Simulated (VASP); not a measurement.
# Fe (P6_3/mmc) in VASP: notebook

The runs below take Fe through single point, with PBEsol.

All numbers are computed with VASP 6.6.1; they aren't measurements. Logs are shortened: lines on timing, memory, paths and dates and some standing lists are left out, and cuts for length are marked.

## Step 1: The cell of the first run

It takes space group P6_3/mmc (No. 194, hexagonal). The conventional cell has a = 2.318 Å, b = 2.318 Å, c = 7.473 Å, α = 90.00°, β = 90.00°, γ = 120.00°. Within 3.0 Å of Fe (site symmetry -3m) lie 12 Fe at 2.30 to 2.32 Å. Within 3.0 Å of Fe (site symmetry -6m2) lie 12 Fe at 2.30 to 2.32 Å.

This isn't the form of Fe at room conditions, which is bcc.

## Step 2: Single point, PBEsol, collinear spin (8.70 Å³/atom)

INCAR reads:

```
PREC = Accurate ; ENCUT = 520
EDIFF = 1E-7 ; ISMEAR = -1
SIGMA = 0.05 ; LREAL = F
LASPH = T ; NELM = 150
ALGO = Normal ; ISIF = 2
LWAVE = F ; LCHARG = F
ISPIN = 2 ; MAGMOM = 0.012 0.012 -0.445 -0.445
LORBIT = 11 ; LMAXMIX = 4
GGA = PS ; NBANDS = 28
```

KPOINTS reads:

```
Automatic mesh
0
Gamma
  17 17 5
```

POSCAR reads:

```
Fe
1.0
    2.3182207432      0.0000000000      0.0000000000
   -1.1591103716      2.0076380552      0.0000000000
    0.0000000000      0.0000000000      7.4729616057
Fe
4
Direct
    0.0000000000      0.0000000000      0.0000000000
    0.0000000000      1.0000000000      0.5000000000
    0.3333333333      0.6666666667      0.2500000000
    0.6666666667      0.3333333333      0.7500000000
```

Potentials or basis: VASP PAW PBE potentials, release 64 (Fe).

The run is started by

```console
> cat potpaw_PBE.64/Fe/POTCAR > POTCAR
> mpirun -np 1 vasp_std > vasp.out
```

OUTCAR:

```text
PREC = Accurate
   ENCUT = 520
   EDIFF = 1E-7
   ISMEAR = -1
   LREAL = F
   LASPH = T
   NELM = 150
   ISIF = 2
   ISPIN = 2
   LORBIT = 11
   GGA = PS

 ion  position               nearest neighbor table
   1  0.000  0.000  0.000-   3 2.30   4 2.30   4 2.30   3 2.30   4 2.30   3 2.30
   2  0.000  0.000  0.500-   3 2.30   4 2.30   4 2.30   3 2.30   4 2.30   3 2.30
   3  0.333  0.667  0.250-   1 2.30   2 2.30   1 2.30   2 2.30   1 2.30   2 2.30
   4  0.667  0.333  0.750-   1 2.30   2 2.30   1 2.30   2 2.30   1 2.30   2 2.30

  LATTYP: Found a hexagonal cell.
 ALAT       =     2.3182207432
 C/A-ratio  =     3.2235763689

  Lattice vectors:

 A1 = (   2.3182207432,   0.0000000000,   0.0000000000)
 A2 = (  -1.1591103716,   2.0076380552,   0.0000000000)
 A3 = (   0.0000000000,   0.0000000000,   7.4729616057)

Analysis of symmetry for initial positions (statically):
=====================================================================
 Subroutine PRICEL returns:
 Original cell was already a primitive cell.

 Routine SETGRP: Setting up the symmetry group for a
 hexagonal supercell.

 Subroutine GETGRP returns: Found 24 space group operations
 (whereof 12 operations were pure point group operations)
 out of a pool of 24 trial point group operations.

The static configuration has the point symmetry D_3d.
 The point group associated with its full space group is D_6h.

Analysis of symmetry for dynamics (positions and initial velocities):
=====================================================================
 Subroutine PRICEL returns:
 Original cell was already a primitive cell.

 Routine SETGRP: Setting up the symmetry group for a
 hexagonal supercell.

 Subroutine GETGRP returns: Found 24 space group operations
 (whereof 12 operations were pure point group operations)
 out of a pool of 24 trial point group operations.

The dynamic configuration has the point symmetry D_3d.
 The point group associated with its full space group is D_6h.

Analysis of structural, dynamic, and magnetic symmetry:
=====================================================================
 Subroutine PRICEL returns:
 Original cell was already a primitive cell.

 Routine SETGRP: Setting up the symmetry group for a
 hexagonal supercell.

 Subroutine GETGRP returns: Found 24 space group operations
 (whereof 12 operations were pure point group operations)
 out of a pool of 24 trial point group operations.

The overall configuration has the point symmetry D_3d.
 The point group associated with its full space group is D_6h.

 Subroutine INISYM returns: Found 24 space group operations
 (whereof 12 operations are pure point group operations),
 and found     1 'primitive' translations

----------------------------------------------------------------------------------------

                                     Primitive cell

  volume of cell :      34.7803

  direct lattice vectors                    reciprocal lattice vectors
     2.318220743  0.000000000  0.000000000     0.431365306  0.249048875  0.000000000
    -1.159110372  2.007638055  0.000000000     0.000000000  0.498097751  0.000000000
     0.000000000  0.000000000  7.472961606     0.000000000  0.000000000  0.133815755

  length of vectors
     2.318220743  2.318220743  7.472961606     0.498097751  0.498097751  0.133815755

  position of ions in fractional coordinates (direct lattice)
     0.000000000  0.000000000  0.000000000
     0.000000000  0.000000000  0.500000000
     0.333333333  0.666666667  0.250000000
     0.666666667  0.333333333  0.750000000

  ion indices of the primitive-cell ions
   primitive index   ion index
                 1           1
                 2           2
                 3           3
                 4           4

----------------------------------------------------------------------------------------

 KPOINTS: Automatic mesh

Automatic generation of k-mesh.
 Grid dimensions read from file:
 generate k-points for:   17   17    5

 Generating k-lattice:

  Cartesian coordinates                     Fractional coordinates (reciprocal lattice)
     0.025374430  0.014649934  0.000000000     0.058823529  0.000000000  0.000000000
     0.000000000  0.029299868  0.000000000     0.000000000  0.058823529  0.000000000
     0.000000000  0.000000000  0.026763151     0.000000000  0.000000000  0.200000000

  Length of vectors
     0.029299868  0.029299868  0.026763151

  Shift w.r.t. Gamma in fractional coordinates (k-lattice)
     0.000000000  0.000000000  0.000000000

 Subroutine IBZKPT returns following result:
 ===========================================

 Found     99 irreducible k-points:

 Following reciprocal coordinates:
            Coordinates               Weight
  0.000000  0.000000  0.000000      1.000000
  0.058824  0.000000  0.000000      6.000000
  0.117647 -0.000000  0.000000      6.000000
  0.176471  0.000000  0.000000      6.000000
  0.235294 -0.000000  0.000000      6.000000
  0.294118  0.000000  0.000000      6.000000
[... 16 lines left out ...]
  0.411765  0.117647  0.000000     12.000000
  0.176471  0.176471  0.000000      6.000000
 [... further k-points ...]
   k-points           NKPTS =     99   k-points in BZ     NKDIM =     99   number of bands    NBANDS=     28
   number of dos      NEDOS =    301   number of ions     NIONS =      4
   total plane-waves  NPLWV =  18144
   dimension x,y,z NGX =    18 NGY =   18 NGZ =   56
   dimension x,y,z NGXF=    36 NGYF=   36 NGZF=  112
   ions per type =               4
   NGX,Y,Z   is equivalent  to a cutoff of  12.91, 12.91, 12.46 a.u.
   NGXF,Y,Z  is equivalent  to a cutoff of  25.82, 25.82, 24.92 a.u.
 SYSTEM =  unknown system
   PREC   = accura    normal or accurate (medium, high low for compatibility)
   ISTART =      0    job   : 0-new  1-cont  2-samecut
   ICHARG =      2    charge: 1-file 2-atom 10-const
   ISPIN  =      2    spin polarized calculation?
   LNONCOLLINEAR =      F non collinear calculations
   LSORBIT =      F    spin-orbit coupling
   LASPH  =      T    aspherical Exc in radial PAW
   ENCUT  =  520.0 eV  38.22 Ry    6.18 a.u.   4.31  4.31 13.89*2*pi/ulx,y,z
   NELM   =    150;   NELMIN=  2; NELMDL= -5     # of ELM steps
   EDIFF  = 0.1E-06   stopping-criterion for ELM
   LREAL  =      F    real-space projection
   EDIFFG = 0.1E-05   stopping-criterion for IOM
   NSW    =      0    number of steps for IOM
   IBRION =     -1    ionic relax: 0-MD 1-quasi-New 2-CG
   NFREE  =      0    steps in history (QN), initial steepest desc. (CG)
   ISIF   =      2    stress and relaxation
   ISYM   =      2    0-nonsym 1-usesym 2-fastsym
   POTIM  = 0.5000    time-step for ionic-motion
   TEBEG  =    0.0;   TEEND  =   0.0 temperature during run
   PSTRESS=    0.0 pullay stress
   NELECT =      32.0000    total number of electrons
   NUPDOWN=      -1.0000    fix difference up-down
   EMIN   =  10.00;   EMAX   =-10.00  energy-range for DOS
   EFERMI =   0.00;   METHOD = LEGACY
   ISMEAR =    -1;   SIGMA  =   0.05  broadening in eV -4-tet -1-fermi 0-gaus
   EFERMI_NEDOS =   21; number of points for ismear=-14 and -15
   IALGO  =     38    algorithm
   IMIX   =      4    mixing-type and parameters
     AMIX     =   0.40;   BMIX     =  1.00
     AMIX_MAG =   1.60;   BMIX_MAG =  1.00
  volume/ion in A,a.u.               =       8.70        58.68
  Fermi-wavevector in a.u.,A,eV,Ry     =   1.592259  3.008934 34.494717  2.535290
  Thomas-Fermi vector in A             =   2.690672
   LORBIT       =     11    0 simple, 1 ext, 2 COOP (PROOUT), +10 PAW based schemes
   GGA     = PS    functional components
   LHFCALC =     F    Hartree Fock is set to
   AEXX    =    0.0000 exact exchange contribution
   IVDW    =     0    specifies the selected vdW correction
   LEPSILON=     F    determine dielectric tensor
   LRPA    =     F    only Hartree local field effects (RPA)
 spin polarized calculation
  energy-cutoff  :      520.00
  volume of cell :       34.78
 maximum number of plane-waves:       964
 NGX is ok and might be reduce to    18
   NGX =  9   NGY =  9   NGZ = 27

 number of electron      32.0000023 magnetization      -0.0044078

 number of electron      32.0000023 magnetization       0.0007946

 Free energy of the ion-electron system (eV)
  ---------------------------------------------------
  ext. energy  EPLUGINS =         0.00000000
  ---------------------------------------------------
  free energy    TOTEN  =       -34.85426896 eV

  energy without entropy =      -34.80365448  energy(sigma->0) =      -34.82896172

 E-fermi :   8.6669     XC(G=0): -14.9055

 val. band max:        8.6649515037   @ k =   0.2941   0.0000   0.2000
 cond. band min:       8.6682809777   @ k =   0.1765   0.1176   0.2000
 fundamental gap:      0.0033294740
 Fermi energy:         8.6669274538

 spin component 1

 k-point     1 :       0.0000    0.0000    0.0000
  band No.  band energies     occupation
      1      -1.1927      1.00000
      2       1.4180      1.00000
      3       1.4221      1.00000
      4       2.7196      1.00000
      5       6.0149      1.00000
      6       6.0173      1.00000
[... 20 lines left out ...]
     27      27.4662      0.00000
[... 691 lines left out ...]
      6       4.6952      1.00000
[... 20 lines left out ...]
     27      24.7176      0.00000
     28      26.2493      0.00000

 [... further k-points ...]

 spin component 2

 k-point     1 :       0.0000    0.0000    0.0000
  band No.  band energies     occupation
      1      -1.1927      1.00000
      2       1.4180      1.00000
      3       1.4222      1.00000
      4       2.7197      1.00000
      5       6.0152      1.00000
      6       6.0173      1.00000
[... 20 lines left out ...]
     27      27.4662      0.00000
[... 691 lines left out ...]
      6       4.6953      1.00000
[... 20 lines left out ...]
     27      24.7177      0.00000
     28      26.2493      0.00000

 [... further k-points ...]
[... 5 lines left out ...]
  --------------------------------------------------------------------------------------
  -------------------------------------------------------------------------------------
  Total       11.4958947     11.4958947     11.4284828     -0.0000000      0.0000000      0.0000000
  in kB      529.5663740    529.5663740    526.4609982     -0.0000000      0.0000000      0.0000000
  external PRESSURE =     528.5312487 kB  Pullay stress =       0.0000000 kB

 VOLUME and BASIS-vectors are now :
 -----------------------------------------------------------------------------
  energy-cutoff  :      520.00
  volume of cell :       34.78
      direct lattice vectors                 reciprocal lattice vectors
     2.318220743  0.000000000  0.000000000     0.431365306  0.249048875  0.000000000
    -1.159110372  2.007638055  0.000000000     0.000000000  0.498097751  0.000000000
     0.000000000  0.000000000  7.472961606     0.000000000  0.000000000  0.133815755

 POSITION                                       TOTAL-FORCE (eV/Angst)
 -----------------------------------------------------------------------------------
      0.00000      0.00000      0.00000        -0.000000      0.000000     -0.000000
      0.00000      0.00000      3.73648        -0.000000      0.000000     -0.000000
     -0.00000      1.33843      1.86824        -0.000000      0.000000      0.000000
      1.15911      0.66921      5.60472         0.000000     -0.000000     -0.000000
 -----------------------------------------------------------------------------------
    total drift:                                0.000000     -0.000000      0.000000

  FREE ENERGIE OF THE ION-ELECTRON SYSTEM (eV)
  ---------------------------------------------------
  free  energy   TOTEN  =       -34.8542689550 eV

  energy  without entropy=      -34.8036544820  energy(sigma->0) =      -34.82896172

 total charge

# of ion       s       p       d       tot
------------------------------------------
    1        0.630   0.821   6.535   7.985
    2        0.630   0.821   6.535   7.985
    3        0.629   0.822   6.536   7.987
    4        0.629   0.822   6.536   7.987
--------------------------------------------------
tot          2.519   3.285  26.142  31.946

 magnetization (x)

# of ion       s       p       d       tot
------------------------------------------
    1       -0.000  -0.000   0.000   0.000
    2       -0.000  -0.000   0.000   0.000
    3       -0.000  -0.000   0.000   0.000
    4       -0.000  -0.000   0.000   0.000
--------------------------------------------------
tot         -0.000  -0.000   0.001   0.001
```

Run time: 2.1 min. Hardware: 1 thread of Intel Xeon 6975P-C (Granite Rapids), shared host; peak memory 0.25 GiB.

What came out:

```yaml
Free_energy: -34.8543 eV
Pressure: 52.9 GPa
Band_gap_on_the_k_mesh: zero (filled and empty bands overlap)
Net_moment: 0.00 μB per cell
Valence_electrons_inside_the_program's_atomic_spheres: Fe 7.99
```

Stress tensor (GPa, compression positive):
```
52.96  0.00  0.00
 0.00 52.96  0.00
 0.00  0.00 52.65
```

Levels at points of the mesh, in eV from the Fermi level:
Spin up:
| k point | band 13 | band 14 | band 15 | band 16 | band 17 | band 18 | band 19 | band 20 |
| --- | --- | --- | --- | --- | --- | --- | --- | --- |
| (0.00, 0.00, 0.00) | -1.77 | -1.66 | -1.66 | -0.57 | -0.57 | -0.01 | -0.01 | 0.37 |
Spin down:
| k point | band 14 | band 15 | band 16 | band 17 | band 18 | band 19 |
| --- | --- | --- | --- | --- | --- | --- |
| (0.00, 0.00, 0.00) | -1.66 | -1.66 | -0.57 | -0.57 | 0.00 | 0.00 |

Caveat: the cell stands under pressure; the PAW data sets were made with another functional, which shifts forces and pressure a little.

(Part 1 of 2 ends here.)
